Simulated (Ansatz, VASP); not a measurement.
**Two plane-wave programs on Si**

File INCAR:

```
ALGO     = Normal         # electronic algorithm
EDIFF    = 1E-6           # SCF threshold, eV
ENCUT    = 520            # plane-wave cutoff, eV
GGA      = CA             # functional
ISIF     = 2              # what is computed and relaxed
ISMEAR   = 0              # smearing method
LASPH    = T              # aspherical terms in the spheres
LCHARG   = F              # write CHGCAR
LREAL    = F              # projectors in reciprocal space
LWAVE    = F              # write WAVECAR
NBANDS   = 8              # bands
NELM     = 60             # most SCF steps
PREC     = Accurate       # precision mode
SIGMA    = 0.15           # smearing width, eV
```

KPOINTS

```
k-points
0
Gamma
  24 24 20
```

Contents of POSCAR:

```
Si
1.0
    2.5812346727      0.0000000000      0.0000000000
   -1.2906173364      2.2354147996      0.0000000000
    0.0000000000      0.0000000000      2.5403450217
Si
1
Direct
    0.0000000000      0.0000000000      0.0000000000
```

Input for Ansatz:

```yaml
crystal:
  lattice:
    - [2.5812346727, 0.0, 0.0]
    - [-1.2906173364, 2.2354147996, 0.0]
    - [0.0, 0.0, 2.5403450217]
  atoms:
    - { symbol: Si, position: [0.0, 0.0, 0.0] }
basis:
  ecutwfc: 420
kpoints:
  mp_grid: { grid: [24, 24, 20] }
hamiltonian:
  xc: lda
scf:
  occupations: { method: gaussian, width: 0.15 }
output:
  forces: true
  stress: true
  eigenvalues: true
```

Change from the starting cell: strain -0.015 along x and y, +0.030 along z, atoms carried along.

Alike in both runs: task single point; functional LDA; k mesh 24 × 24 × 20; occupations gaussian, width 0.15 eV; no spin polarisation.

```csv
,VASP,Ansatz
version,VASP 6.6.1,Ansatz 0.2.0
potentials or method,"VASP PAW LDA potentials, release 64 (Si), cutoff 520 eV","scalar-relativistic, plane waves, PAW"
valence electrons in the cell,4,4
```

|  | VASP | Ansatz | Ansatz less VASP |
| --- | --- | --- | --- |
| gap on the k mesh at the Fermi level (eV) | none | none | - |
| pressure (GPa) | -0.8 | -0.8 | -0.08 |
| traceless stress, the component that is largest in VASP (GPa) | -7.81 | -7.81 | +0.002 |

LDA's correlation is that of Perdew and Zunger in VASP and of Perdew and Wang (1992) in Ansatz. A gap of «none» marks a metal or a gap that the smearing closes.
